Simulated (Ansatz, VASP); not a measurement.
## One calculation of C, two programs

Contents of INCAR:

```
ALGO = Normal
EDIFF = 1E-7
ENCUT = 520
ISIF = 2
ISMEAR = 0
LASPH = T
LCHARG = T
LELF = T
LREAL = F
LVHAR = T
LWAVE = F
NBANDS = 11
NELM = 60
PREC = Accurate
SIGMA = 0.05
```

The input KPOINTS:

```
k-points
0
Gamma
  12 12 12
```

POSCAR

```
C
1.0
    0.0000000000      1.8226760854      1.7368280417
    1.8226760854      0.0000000000      1.7368280417
    1.8226760854      1.8226760854      0.0000000000
C
2
Direct
    0.5000000000      0.5000000000      0.5000000000
    0.7500000000      0.7500000000      0.7500000000
```

Input for Ansatz:

```yaml
crystal:
  lattice:
    - [0.0, 1.8226760854, 1.7368280417]
    - [1.8226760854, 0.0, 1.7368280417]
    - [1.8226760854, 1.8226760854, 0.0]
  atoms:
    - { symbol: C, position: [0.5, 0.5, 0.5] }
    - { symbol: C, position: [0.75, 0.75, 0.75] }
basis:
  ecutwfc: 520.0
kpoints:
  mp_grid: { grid: [12, 12, 12] }
hamiltonian:
  xc: lda
  pseudopotentials: { kind: paw, azcp: { folder: soft_1 } }
scf:
  occupations: { method: gaussian, width: 0.05 }
output:
  forces: true
  stress: true
  eigenvalues: true
```

Alike in both runs: task single point; functional LDA; k mesh 12 × 12 × 12; occupations gaussian, width 0.05 eV; no spin polarisation.

```csv
,VASP,Ansatz
version,VASP 6.6.1,Ansatz 0.2.0
potentials or method,"VASP PAW LDA potentials, release 64 (C), cutoff 520 eV","scalar-relativistic, plane waves, PAW"
valence electrons in the cell,8,8
```

```csv
,VASP,Ansatz,Ansatz less VASP
gap on the k mesh at the Fermi level (eV),2.90,2.91,+0.007
least direct gap on the mesh (eV),4.68,4.67,-0.001
pressure (GPa),-18.6,-20.1,-1.45
"traceless stress, the component that is largest in VASP (GPa)",27.75,27.80,+0.042
```

Ansatz warns that its potentials were made for another functional, while VASP's fit it. LDA's correlation is that of Perdew and Zunger in VASP and of Perdew and Wang (1992) in Ansatz.
